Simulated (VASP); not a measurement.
# P in VASP: notebook

Runs on P. Level: PBE. Tasks: single point, relaxation of cell and atoms.

All numbers are computed with VASP 6.6.1; they aren't measurements. Logs are shortened: lines on timing, memory, paths and dates and some standing lists are left out, and cuts for length are marked.

## Step 1: The cell of the first run

The typed cell holds 6 atoms: a = 2.606 Å, b = 2.606 Å, c = 14.810 Å, α = 90.00°, β = 90.00°, γ = 120.00°.

This isn't the form of P at room conditions, which is orthorhombic.

## Step 2: Single point, PBE

The input, INCAR:

```
SYSTEM = P
PREC = Accurate ; ENCUT = 520
EDIFF = 1E-6 ; ISMEAR = 0
SIGMA = 0.1 ; LREAL = .False.
LASPH = .True. ; NELM = 80
ALGO = Normal ; ISIF = 2
LWAVE = .False. ; LCHARG = .False.
GGA = PE ; NBANDS = 24
```

The input, KPOINTS:

```
Automatic mesh
0
Gamma
  6 6 2
  0 0 0
```

The input, POSCAR:

```
P
1.0
    2.6062772401      0.0000000000      0.0000000000
   -1.3031386200      2.2571022992      0.0000000000
    0.0000000000      0.0000000000     14.8099521100
P
6
Direct
    0.9990504404      1.0000821560      0.9168728163
   -0.0000821560     -0.0010317156      0.2502061496
    1.0010317156      0.0009495596      0.5835394829
    0.0009495596      1.0010317156      0.4164605171
    1.0000821560      0.9990504404      0.0831271837
   -0.0010317156     -0.0000821560      0.7497938504
```

Potentials or basis: VASP PAW PBE potentials, release 64 (P).

Started as:

```bash
$ cat potpaw_PBE.64/P/POTCAR > POTCAR
$ mpirun -np 1 vasp_std > vasp.out
```

OUTCAR:

```text
SYSTEM = P
   PREC = Accurate
   ENCUT = 520
   EDIFF = 1E-6
   ISMEAR = 0
   LREAL = .False.
   LASPH = .True.
   NELM = 80
   ISIF = 2
   GGA = PE

 ion  position               nearest neighbor table
   1  0.999  0.000  0.917-   5 2.46   6 2.47
   2  1.000  0.999  0.250-   4 2.46   5 2.47
   3  0.001  0.001  0.584-   6 2.46   4 2.47
   4  0.001  0.001  0.416-   2 2.46   3 2.47
   5  0.000  0.999  0.083-   1 2.46   2 2.47
   6  0.999  1.000  0.750-   3 2.46   1 2.47

  LATTYP: Found a hexagonal cell.
 ALAT       =     2.6062772401
 C/A-ratio  =     5.6824162380

  Lattice vectors:

 A1 = (   2.6062772401,   0.0000000000,   0.0000000000)
 A2 = (  -1.3031386200,   2.2571022992,   0.0000000000)
 A3 = (   0.0000000000,   0.0000000000,  14.8099521100)

Analysis of symmetry for initial positions (statically):
=====================================================================
 Subroutine PRICEL returns:
 Original cell was already a primitive cell.

 Routine SETGRP: Setting up the symmetry group for a
 hexagonal supercell.

 Subroutine GETGRP returns: Found  6 space group operations
 (whereof  2 operations were pure point group operations)
 out of a pool of 24 trial point group operations.

The static configuration has the point symmetry C_2 .
 The point group associated with its full space group is D_3 .

Analysis of symmetry for dynamics (positions and initial velocities):
=====================================================================
 Subroutine PRICEL returns:
 Original cell was already a primitive cell.

 Routine SETGRP: Setting up the symmetry group for a
 hexagonal supercell.

 Subroutine GETGRP returns: Found  6 space group operations
 (whereof  2 operations were pure point group operations)
 out of a pool of 24 trial point group operations.

The dynamic configuration has the point symmetry C_2 .
 The point group associated with its full space group is D_3 .

 Subroutine INISYM returns: Found  6 space group operations
 (whereof  2 operations are pure point group operations),
 and found     1 'primitive' translations

----------------------------------------------------------------------------------------

                                     Primitive cell

  volume of cell :      87.1215

[... 84 lines left out ...]
   NELM   =     80;   NELMIN=  2; NELMDL= -5     # of ELM steps
   EDIFF  = 0.1E-05   stopping-criterion for ELM
   LREAL  =      F    real-space projection
   EDIFFG = 0.1E-04   stopping-criterion for IOM
   NSW    =      0    number of steps for IOM
   IBRION =     -1    ionic relax: 0-MD 1-quasi-New 2-CG
   NFREE  =      0    steps in history (QN), initial steepest desc. (CG)
   ISIF   =      2    stress and relaxation
   ISYM   =      2    0-nonsym 1-usesym 2-fastsym
   POTIM  = 0.5000    time-step for ionic-motion
   TEBEG  =    0.0;   TEEND  =   0.0 temperature during run
   PSTRESS=    0.0 pullay stress
   NELECT =      30.0000    total number of electrons
   NUPDOWN=      -1.0000    fix difference up-down
   EMIN   =  10.00;   EMAX   =-10.00  energy-range for DOS
   EFERMI =   0.00;   METHOD = LEGACY
   ISMEAR =     0;   SIGMA  =   0.10  broadening in eV -4-tet -1-fermi 0-gaus
   EFERMI_NEDOS =   21; number of points for ismear=-14 and -15
   IALGO  =     38    algorithm
   IMIX   =      4    mixing-type and parameters
     AMIX     =   0.40;   BMIX     =  1.00
     AMIX_MAG =   1.60;   BMIX_MAG =  1.00
  volume/ion in A,a.u.               =      14.52        97.99
  Fermi-wavevector in a.u.,A,eV,Ry     =   1.147467  2.168398 17.914516  1.316680
  Thomas-Fermi vector in A             =   2.284146
   LORBIT       =      0    0 simple, 1 ext, 2 COOP (PROOUT), +10 PAW based schemes
   GGA     = PE    functional components
   LHFCALC =     F    Hartree Fock is set to
   AEXX    =    0.0000 exact exchange contribution
   IVDW    =     0    specifies the selected vdW correction
   LEPSILON=     F    determine dielectric tensor
   LRPA    =     F    only Hartree local field effects (RPA)
 non-spin polarized calculation
 Gauss-broadening in eV      SIGMA  =   0.10
  energy-cutoff  :      520.00
  volume of cell :       87.12
 maximum number of plane-waves:      2370
 NGX is ok and might be reduce to    20
   NGX =  9   NGY =  9   NGZ = 55

 number of electron      30.0000000 magnetization

 Free energy of the ion-electron system (eV)
  ---------------------------------------------------
  ext. energy  EPLUGINS =         0.00000000
  ---------------------------------------------------
  free energy    TOTEN  =       -29.69608031 eV

  energy without entropy =      -29.69033902  energy(sigma->0) =      -29.69320967

 E-fermi :  10.0858     XC(G=0): -11.3818

 val. band max:        9.8970957916   @ k =   0.3333   0.3333   0.0000
 cond. band min:      10.1258091083   @ k =   0.1667   0.1667   0.0000
 fundamental gap:      0.2287133167
 Fermi energy:        10.0857582690

 k-point     1 :       0.0000    0.0000    0.0000
  band No.  band energies     occupation
      1      -6.7189      2.00000
      2      -6.1077      2.00000
      3      -6.1077      2.00000
      4      -4.3626      2.00000
      5      -4.3626      2.00000
      6      -2.6122      2.00000
[... 367 lines left out ...]
     23      14.2316      0.00000
     24      14.2316      0.00000

------------------------ aborting loop because EDIFF is reached ----------------------------------------

  FORCE on cell =-STRESS in cart. coord.  units (eV):
  Direction    XX          YY          ZZ          XY          YZ          ZX
  --------------------------------------------------------------------------------------
  -------------------------------------------------------------------------------------
  Total       -0.2374613     -0.2374613     -0.1690426     -0.0000000      0.0000000      0.0000000
  in kB       -4.3669478     -4.3669478     -3.1087167     -0.0000000      0.0000000      0.0000000
  external PRESSURE =      -3.9475374 kB  Pullay stress =       0.0000000 kB

 VOLUME and BASIS-vectors are now :
 -----------------------------------------------------------------------------
  energy-cutoff  :      520.00
  volume of cell :       87.12
      direct lattice vectors                 reciprocal lattice vectors
     2.606277240  0.000000000  0.000000000     0.383689035  0.221522968  0.000000000
    -1.303138620  2.257102299  0.000000000     0.000000000  0.443045936  0.000000000
     0.000000000  0.000000000 14.809952110     0.000000000  0.000000000  0.067522163

 POSITION                                       TOTAL-FORCE (eV/Angst)
 -----------------------------------------------------------------------------------
      2.60370      0.00019     13.57884         0.003630     -0.002280     -0.020657
      1.30427      2.25477      3.70554         0.000159      0.004284     -0.020657
      0.00145      0.00214      8.64219        -0.003789     -0.002004     -0.020657
      0.00113      0.00233      6.16776         0.000159     -0.004284      0.020657
     -1.30169      2.25496      1.23111        -0.003789      0.002004      0.020657
      1.30056      2.25692     11.10441         0.003630      0.002280      0.020657
 -----------------------------------------------------------------------------------
    total drift:                                0.000000      0.000000      0.000000

  FREE ENERGIE OF THE ION-ELECTRON SYSTEM (eV)
  ---------------------------------------------------
  free  energy   TOTEN  =       -29.6960803133 eV

  energy  without entropy=      -29.6903390182  energy(sigma->0) =      -29.69320967
```

stdout:

```text
POSCAR found type information on POSCAR P
 POSCAR found :  1 types and       6 ions
 scaLAPACK will be used
 LDA part: xc-table for (Slater+PW92), standard interpolation
 POSCAR, INCAR and KPOINTS ok, starting setup
 FFT: planning ... GRIDC
 FFT: planning ... GRID_SOFT
 FFT: planning ... GRID
 WAVECAR not read
 entering main loop
```

Wall time 34 s (1 thread of Intel Xeon 8259CL, shared host); peak memory 0.19 GiB.

What came out:

* Free energy: -29.6961 eV
* Pressure: -0.4 GPa
* Largest force: 0.021 eV/Å
* Band gap on the k mesh: zero (bands 15 and 16 overlap by 10.88 eV)

Forces on the atoms (eV/Å):
```
P    0.004 -0.002 -0.021
P    0.000  0.004 -0.021
P   -0.004 -0.002 -0.021
P    0.000 -0.004  0.021
P   -0.004  0.002  0.021
P    0.004  0.002  0.021
```

Caveat: the k points lie up to 0.46 Å⁻¹ apart, too coarse for converged energies and pressures of a metal.

[end of part 1 of 3]
